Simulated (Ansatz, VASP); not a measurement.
## Two plane-wave programs on PdPt3S8

```
CELL_PARAMETERS angstrom
7.14438 0.00000 0.00000
-3.57219 6.18722 0.00000
0.00000 0.00000 6.45994
ATOMIC_POSITIONS crystal
Pd 0.00000 0.00000 0.00000
Pt 0.00000 0.50000 0.00000
Pt 0.50000 0.50000 0.00000
Pt 0.50000 0.00000 0.00000
S 0.33333 0.66667 0.80951
S 0.33424 0.16712 0.80951
S 0.83288 0.66576 0.80951
S 0.83288 0.16712 0.80951
S 0.16712 0.83288 0.19048
S 0.16712 0.33424 0.19048
S 0.66576 0.83288 0.19048
S 0.66667 0.33333 0.19049
```

Alike in both runs: task single point; functional PBE; k mesh 3 × 3 × 4; occupations gaussian, width 0.1 eV; no spin polarisation.

```csv
,VASP,Ansatz
version,VASP 6.6.1,Ansatz 0.2.0
potentials or method,"VASP PAW PBE potentials, release 64 (Pd, Pt, S), cutoff 520 eV","scalar-relativistic, plane waves, PAW"
valence electrons in the cell,88,120
```

Ansatz gave:

| Property | Result |
| --- | --- |
| gap on the k mesh at the Fermi level (eV) | 1.34 |
| least direct gap on the mesh (eV) | 1.34 |
| pressure (GPa) | 0.0 |
| traceless stress, the component that is largest in VASP (GPa) | -0.02 |
| rms of the force components (eV/Å) | 0.004 |

Task: Estimate VASP's values.

Result: gap on the k mesh at the Fermi level (eV): 1.34; least direct gap on the mesh (eV): 1.34; pressure (GPa): -0.3; traceless stress, the component that is largest in VASP (GPa): 0.06; rms of the force components (eV/Å): 0.021.

Atom by atom the forces differ by 0.017 eV/Å (rms over components). With one functional, cell and mesh, what is left measures potentials, basis and numerics. VASP's potentials hold 88 valence electrons a cell and Ansatz's 120, so a difference there can come from the potentials and not from the codes.

Neither program's run includes spin-orbit coupling.
